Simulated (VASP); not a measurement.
# Zn (P6_3/mmc) in VASP: further runs, part 2 of 2

VASP 6.6.1. Earlier steps stand in the parts before.

### 3 Relaxation of cell and atoms, PBE

This run uses another cell than the first one, of 15.13 Å³/atom, 1.019 times its volume.

INCAR

```
ALGO = Normal
EDIFF = 1E-7
EDIFFG = -0.03
ENCUT = 600
GGA = PE
IBRION = 2
ISIF = 3
ISMEAR = 0
LASPH = True
LCHARG = False
LREAL = False
LWAVE = False
NELM = 60
NSW = 80
PREC = Accurate
SIGMA = 0.05
```

KPOINTS

```
k-points
0
Gamma
  8 8 4
```

POSCAR

```
Zn
1.0
    2.6600000000      0.0000000000      0.0000000000
   -1.3300000000      2.3036275741      0.0000000000
    0.0000000000      0.0000000000      4.9369600000
Zn
2
Direct
    0.3333333333      0.6666666667      0.7500000000
    0.6666666667      0.3333333333      0.2500000000
```

Potentials or basis: VASP PAW PBE potentials, release 64 (Zn).

Started as:

```console
cat potpaw_PBE.64/Zn/POTCAR > POTCAR
mpirun -np 1 vasp_std > vasp.out
```

OUTCAR:

```text
EDIFF = 1E-7
   EDIFFG = -0.03
   ENCUT = 600
   GGA = PE
   IBRION = 2
   ISIF = 3
   ISMEAR = 0
   LASPH = True
   LREAL = False
   NELM = 60
   NSW = 80
   PREC = Accurate

 ion  position               nearest neighbor table
   1  0.333  0.667  0.750-   2 2.91   2 2.91   2 2.91   2 2.91   2 2.91   2 2.91
   2  0.667  0.333  0.250-   1 2.91   1 2.91   1 2.91   1 2.91   1 2.91   1 2.91

  LATTYP: Found a hexagonal cell.
 ALAT       =     2.6600000000
 C/A-ratio  =     1.8560000000

  Lattice vectors:

 A1 = (   2.6600000000,   0.0000000000,   0.0000000000)
 A2 = (  -1.3300000000,   2.3036275741,   0.0000000000)
 A3 = (   0.0000000000,   0.0000000000,   4.9369600000)

Analysis of symmetry for initial positions (statically):
=====================================================================
 Subroutine PRICEL returns:
[... 362 lines left out ...]
  ---------------------------------------------------
  free energy    TOTEN  =        -2.23488414 eV

  energy without entropy =       -2.23447006  energy(sigma->0) =       -2.23467710

 E-fermi :   3.0965     XC(G=0): -11.6683

 val. band max:        3.0622931346   @ k =   0.5000  -0.0000   0.5000
 cond. band min:       3.6947549768   @ k =   0.3750   0.1250   0.2500
 fundamental gap:      0.6324618421
 Fermi energy:         3.0964966521

 k-point     1 :       0.0000    0.0000    0.0000
  band No.  band energies     occupation
      1      -7.2886      2.00000
      2      -5.2570      2.00000
      3      -4.5137      2.00000
      4      -4.4401      2.00000
      5      -4.4401      2.00000
      6      -4.3556      2.00000
[... 433 lines left out ...]
      3      -4.7808      2.00000
      4      -4.7808      2.00000
      5      -4.1525      2.00000
      6      -4.1525      2.00000
[... 8 lines left out ...]
     15      13.7004      0.00000
     16      13.7004      0.00000

 [... further k-points ...]
[... 5 lines left out ...]
  --------------------------------------------------------------------------------------
  -------------------------------------------------------------------------------------
  Total       -0.0367342     -0.0367342      0.0275459      0.0000000      0.0000000      0.0000000
  in kB       -1.9726222     -1.9726222      1.4792100      0.0000000      0.0000000      0.0000000
  external PRESSURE =      -0.8220115 kB  Pullay stress =       0.0000000 kB
[... 17 lines left out ...]
  FREE ENERGIE OF THE ION-ELECTRON SYSTEM (eV)
  ---------------------------------------------------
  free  energy   TOTEN  =        -2.2348841379 eV

  energy  without entropy=       -2.2344700645  energy(sigma->0) =       -2.23467710

 reached required accuracy - stopping structural energy minimisation
```

OSZICAR:

```text
N       E                     dE             d eps       ncg     rms          rms(c)
DAV:   1     0.989384097224E+02    0.98938E+02   -0.14084E+04   976   0.262E+03
DAV:   2     0.496278304427E+00   -0.98442E+02   -0.96757E+02   984   0.312E+02
DAV:   3    -0.239177289706E+01   -0.28881E+01   -0.28827E+01  1184   0.649E+01
DAV:   4    -0.240040538636E+01   -0.86325E-02   -0.86321E-02  1168   0.357E+00
[... 139 lines left out ...]
DAV:   6    -0.223488082896E+01   -0.10785E-04   -0.39030E-06  1392   0.307E-02    0.482E-03
DAV:   7    -0.223488451612E+01   -0.36872E-05   -0.20723E-06  1128   0.187E-02    0.974E-04
DAV:   8    -0.223488428133E+01    0.23479E-06   -0.65806E-08   592   0.284E-03    0.207E-04
DAV:   9    -0.223488413973E+01    0.14160E-06   -0.82202E-09   480   0.118E-03    0.116E-04
DAV:  10    -0.223488413787E+01    0.18576E-08   -0.14696E-09   480   0.663E-04
  14 F= -.22348841E+01 E0= -.22346771E+01  d E =-.252988E-01
```

CONTCAR:

```text
Zn
   1.00000000000000
     2.7489906495399770   -0.0000000000000001   -0.0000000000000000
    -1.3744953247699885    2.3806957373040523    0.0000000000000000
     0.0000000000000000    0.0000000000000000    4.5589029729112687
  Zn
     2
Direct
     0.3333333332999970    0.6666666667000030    0.7500000000000000
     0.6666666667000030    0.3333333332999970    0.2500000000000000

  0.00000000E+00  0.00000000E+00  0.00000000E+00
  0.00000000E+00  0.00000000E+00  0.00000000E+00
```

It took 1.9 min on 1 thread of Intel Xeon Platinum 8375C at 2.90GHz (Ice Lake), shared host; peak memory 0.17 GiB.

Results:

| Property | Result |
| --- | --- |
| Free energy | -2.2349 eV |
| Relaxed volume | 14.92 Å³/atom |
| Relaxed cell | a = 2.749 Å, b = 2.749 Å, c = 4.559 Å, α = 90.00°, β = 90.00°, γ = 120.00° |
| Space group after relaxing (to 0.05 Å) | P6_3/mmc (No. 194) |
| Energy gained by relaxing | 23.7 meV/atom |
| Ionic steps | 14 |
| Pressure after relaxing | -0.1 GPa |
| Band gap on the k mesh | zero (band 12 reaches 5.00 eV, above the bottom of band 13 at 1.63 eV) |

Step by step:
| step | energy change (eV) | largest force (eV/Å) | pressure (GPa) | volume (Å³) |
| --- | --- | --- | --- | --- |
| 1 | 0.0000 | 0.0000 | 0.67 | 30.25 |
| 2 | -0.0082 | 0.0000 | -0.57 | 30.53 |
| 3 | -0.0087 | 0.0000 | -3.32 | 31.34 |
| 4 | 0.0319 | 0.0000 | -5.55 | 32.85 |
| 5 | -0.0147 | 0.0000 | -4.02 | 31.65 |
| 6 | -0.0168 | 0.0000 | -4.04 | 31.65 |
| 7 | -0.0210 | 0.0000 | -4.08 | 31.66 |
| 8 | -0.0196 | 0.0000 | -4.02 | 31.66 |
| 9 | -0.0221 | 0.0000 | -4.08 | 31.66 |
| 10 | -0.0254 | 0.0000 | -3.85 | 31.53 |
| 11 | -0.0341 | 0.0000 | -3.08 | 31.13 |
| 12 | -0.0452 | 0.0000 | -1.35 | 30.34 |
| 13 | -0.0383 | 0.0000 | 2.99 | 28.80 |
| 14 | -0.0474 | 0.0000 | -0.08 | 29.84 |

Final structure:
```cif
data_structure
_symmetry_space_group_name_H-M 'P 1'
_symmetry_Int_Tables_number 1
_cell_length_a 2.7490
_cell_length_b 2.7490
_cell_length_c 4.5589
_cell_angle_alpha 90.000
_cell_angle_beta 90.000
_cell_angle_gamma 120.000
_cell_volume 29.84
loop_
_atom_site_label
_atom_site_type_symbol
_atom_site_fract_x
_atom_site_fract_y
_atom_site_fract_z
_atom_site_occupancy
Zn1 Zn 0.33333 0.66667 0.75000 1
Zn2 Zn 0.66667 0.33333 0.25000 1
```
